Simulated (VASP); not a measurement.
Input of a VASP 6.6.1 run:

Contents of INCAR:

```
SYSTEM = BiB2P
  PREC = Accurate
  ENCUT = 520
  EDIFF = 1E-7
  ISMEAR = -1
  SIGMA = 0.02
  LREAL = .FALSE.
  LASPH = .TRUE.
  NELM = 100
  ALGO = Normal
  ISIF = 2
  LWAVE = .FALSE.
  LCHARG = .TRUE.
  GGA = PE
  LELF = .TRUE.
  LVHAR = .TRUE.
  NBANDS = 21
```

File KPOINTS:

```
Automatic mesh
0
G
  6 6 4
  0 0 0
```

The input POSCAR:

```
BiB2P
1.0
    3.4423522071      0.0000000000      0.0000000000
    0.0000000000      3.4423522071      0.0000000000
    0.0000000000      0.0000000000      4.9987802819
P B Bi
1 2 1
Direct
    0.0000000000      0.0000000000      0.0000000000
    0.0000000000      0.5000000000      0.7962555036
    0.5000000000      0.0000000000      0.2037444964
    0.5000000000      0.5000000000      0.5000000000
```

Potentials or basis: VASP PAW PBE potentials, release 64 (P, B, Bi_d).

Launch:

```sh
$ cat potpaw_PBE.64/P/POTCAR potpaw_PBE.64/B/POTCAR potpaw_PBE.64/Bi_d/POTCAR > POTCAR
$ mpirun -np 1 vasp_std > vasp.out
```

(1) What does it give for the largest force?

(2) Predict the pressure.

(3) Estimate the band gap on the k mesh.

Results:

(1) 0.157 eV/Å.

(2) 7.8 GPa.

(3) zero (bands 13 and 14 overlap by 0.36 eV).

Caveat: the cell stands under pressure; spin-orbit coupling is left out, which moves the levels of the heavy elements.
